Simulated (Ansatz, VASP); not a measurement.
## One calculation of CuAu, two programs

```
Au Cu
1.0
     1.44306    0.83315    4.25617
    -1.44306    0.83315    4.25617
     0.00000   -1.66630    4.25617
Au Cu
1 1
Direct
  0.00000 0.00000 0.00000
  0.50000 0.50000 0.50000
```

Alike in both runs: functional PBEsol; k mesh 11 × 11 × 11; occupations fermi-dirac, width 0.05 eV; non-collinear spin, spin-orbit coupling.

```csv
,VASP,Ansatz
version,VASP 6.6.1,Ansatz 0.2.0
potentials or method,"VASP PAW PBE potentials, release 64 (Au, Cu)",Ansatz PAW
plane-wave cutoff (eV),520,420
valence electrons in the cell,22,38
task,single point,band structure
```

|  | VASP | Ansatz | Ansatz less VASP |
| --- | --- | --- | --- |
| pressure (GPa) | -8.6 | -9.0 | -0.36 |
| traceless stress, the component that is largest in VASP (GPa) | 1.22 | 1.14 | -0.087 |
| net moment per atom (μB) | 0.00 | 0.00 | 0.000 |

VASP's potentials were made for PBE, not for PBEsol. VASP's potentials hold 22 valence electrons a cell and Ansatz's 38, so a difference there can come from the potentials and not from the codes.
